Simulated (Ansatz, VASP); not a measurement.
# Ag in VASP and in Ansatz

The input POSCAR:

```
Ag
1.0
    2.9025536970      0.0000000000      0.0000000000
   -1.4512768485      2.5136852375      0.0000000000
    0.0000000000      0.0000000000     25.4797000000
Ag
5
Direct
    0.8333333330      0.1666666670      0.3139754261
    0.1666666670      0.8333333330      0.4069877128
    0.5000000000      0.5000000000      0.5000000000
    0.8333333330      0.1666666670      0.5930122872
    0.1666666670      0.8333333330      0.6860245739
```

File INCAR.step1:

```
ALGO = Normal
DIPOL = 0.5 0.5 0.500
EDIFF = 1E-4
ENCUT = 520
GGA = PE
IDIPOL = 3
ISMEAR = -1
LASPH = True
LCHARG = False
LDIPOL = True
LREAL = False
LWAVE = True
NBANDS = 36
NELM = 80
PREC = Accurate
SIGMA = 0.1
```

Contents of INCAR.step2:

```
ALGO = Normal
DIPOL = 0.5 0.5 0.500
EDIFF = 1E-7
ENCUT = 520
IDIPOL = 3
ISIF = 2
ISMEAR = -1
ISTART = 1
LASPH = True
LCHARG = True
LDIPOL = True
LELF = True
LMIXTAU = True
LREAL = False
LVACPOTAV = True
LVHAR = True
LWAVE = False
METAGGA = R2SCAN
NBANDS = 36
NELM = 80
PREC = Accurate
SIGMA = 0.1
```

The input KPOINTS:

```
k-points
0
Gamma
  13 13 1
```

Input for Ansatz:

```yaml
crystal:
  lattice:
    - [2.902553697, 0.0, 0.0]
    - [-1.4512768485, 2.5136852375, 0.0]
    - [0.0, 0.0, 25.4797]
  atoms:
    - { symbol: Ag, position: [0.833333333, 0.166666667, 0.3139754261] }
    - { symbol: Ag, position: [0.166666667, 0.833333333, 0.4069877128] }
    - { symbol: Ag, position: [0.5, 0.5, 0.5] }
    - { symbol: Ag, position: [0.833333333, 0.166666667, 0.5930122872] }
    - { symbol: Ag, position: [0.166666667, 0.833333333, 0.6860245739] }
kpoints:
  mp_grid: { grid: [13, 13, 1] }
scf:
  occupations: { method: fermi_dirac, width: 0.1 }
hamiltonian:
  xc: r2scan
  pseudopotentials: { kind: paw }
output:
  forces: true
  stress: true
  eigenvalues: true
  populations: true
efield:
  axis: 3
  amplitude: 0
  dipole_correction: true
```

Alike in both runs: task single point; functional r2SCAN; k mesh 13 × 13 × 1; occupations fermi-dirac, width 0.1 eV; no spin polarisation.

```csv
,VASP,Ansatz
version,VASP 6.6.1,Ansatz 0.2.0
potentials or method,"VASP PAW PBE potentials, release 64 (Ag)","PAW with Ansatz's default frozen-core files, scalar-relativistic"
plane-wave cutoff (eV),520,500
valence electrons in the cell,55,95
```

|  | VASP | Ansatz | Ansatz less VASP |
| --- | --- | --- | --- |
| rms of the force components (eV/Å) | 0.005 | 0.006 | +0.0011 |

VASP's potentials were made for PBE, not for r2SCAN. Atom by atom the forces differ by 0.002 eV/Å (rms over components). VASP's potentials hold 55 valence electrons a cell and Ansatz's 95, so a difference there can come from the potentials and not from the codes.
